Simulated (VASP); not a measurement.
Write the native input for VASP 6.6.1 that does the following.

| Property | Result |
| --- | --- |
| Task | single point |
| Functional | r2SCAN |
| Potentials or basis | VASP PAW PBE potentials, release 64 (In_d, As) |
| Cutoff | 520 eV |
| k mesh | 6 × 6 × 6 |
| Occupations | gaussian, width 0.1 eV |
| Spin | no spin polarisation |
| Dipole correction | no |
| Further INCAR settings | ALGO = Normal; EDIFF = 1e-06; NBANDS = 16 |

Crystal: InAs.

```
In As
1.0
     0.00000    2.97018    2.97018
     2.97018    0.00000    2.97018
     2.97018    2.97018    0.00000
In As
1 1
Direct
  0.50000 0.50000 0.50000
  0.00000 0.00000 0.00000
```

One way to write it, as run:

POSCAR

```
InAs
1.0
    0.0000000000      2.9701837053      2.9701837053
    2.9701837053      0.0000000000      2.9701837053
    2.9701837053      2.9701837053      0.0000000000
In As
1 1
Direct
    0.5000000000      0.5000000000      0.5000000000
    0.0000000000      0.0000000000      0.0000000000
```

INCAR.step1

```
SYSTEM = InAs
PREC = Accurate
ENCUT = 520
ISMEAR = 0
SIGMA = 0.1
LREAL = .FALSE.
LASPH = .TRUE.
NELM = 60
NBANDS = 16
GGA = PE
ALGO = Normal
EDIFF = 1E-4
LWAVE = .TRUE.
LCHARG = .FALSE.
```

INCAR.step2

```
SYSTEM = InAs
PREC = Accurate
ENCUT = 520
EDIFF = 1E-6
ISMEAR = 0
SIGMA = 0.1
LREAL = .FALSE.
LASPH = .TRUE.
NELM = 60
ALGO = Normal
ISIF = 2
LWAVE = .FALSE.
LCHARG = .FALSE.
METAGGA = R2SCAN
LMIXTAU = .TRUE.
NBANDS = 16
ISTART = 1
```

KPOINTS

```
Automatic mesh
0
G
  6 6 6
  0 0 0
```

Potentials or basis: VASP PAW PBE potentials, release 64 (In_d, As).

Launch:

```console
$ cat potpaw_PBE.64/In_d/POTCAR potpaw_PBE.64/As/POTCAR > POTCAR
$ cp INCAR.step1 INCAR
$ mpirun -np 1 vasp_std > vasp.out
$ cp INCAR.step2 INCAR
$ mpirun -np 1 vasp_std > vasp.out
```

It gave:

| Item | Value |
| --- | --- |
| Pressure | -6.7 GPa |
| Band gap on the k mesh | zero (band 9 reaches 5.05 eV, above the bottom of band 10 at 2.71 eV) |

Caveat: the PAW data sets were made with another functional, which shifts forces and pressure a little; spin-orbit coupling is left out, which moves the levels of the heavy elements.

Wall time 45 s on 1 thread of AMD EPYC 7R43 64-Core Processor (Zen 3), with other jobs on the host, peak memory 0.15 GiB.
